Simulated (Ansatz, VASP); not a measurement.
## One calculation of Al2O3, two programs

```
Al O
1.0
     2.38664    1.37793    4.33758
    -2.38664    1.37793    4.33758
     0.00000   -2.75585    4.33758
Al O
4 6
Direct
  0.35205 0.35205 0.35205
  0.14795 0.14795 0.14795
  0.64795 0.64795 0.64795
  0.85205 0.85205 0.85205
  0.55583 0.94417 0.25000
  0.25000 0.55583 0.94417
  0.94417 0.25000 0.55583
  0.44417 0.05583 0.75000
  0.75000 0.44417 0.05583
  0.05583 0.75000 0.44417
```

Alike in both runs: task single point; functional PBEsol; k mesh 6 × 6 × 6; occupations gaussian, width 0.02 eV; no spin polarisation.

|  | VASP | Ansatz |
| --- | --- | --- |
| version | VASP 6.6.1 | Ansatz 0.2.0 |
| potentials or method | VASP PAW PBE potentials, release 64 (Al, O), cutoff 520 eV | scalar-relativistic, all-electron LAPW |

Ansatz gave:

```
gap on the k mesh at the Fermi level (eV) : 6.04
least direct gap on the mesh (eV)         : 6.04
pressure (GPa)                            : 0.1
rms of the force components (eV/Å)        : 0.005
```

Task: Estimate VASP's values.

Result: gap on the k mesh at the Fermi level (eV): 6.05; least direct gap on the mesh (eV): 6.05; pressure (GPa): 0.2; rms of the force components (eV/Å): 0.002.

VASP's potentials were made for PBE, not for PBEsol. Atom by atom the forces differ by 0.004 eV/Å (rms over components). Ansatz ran all-electron here, and VASP with PAW potentials.
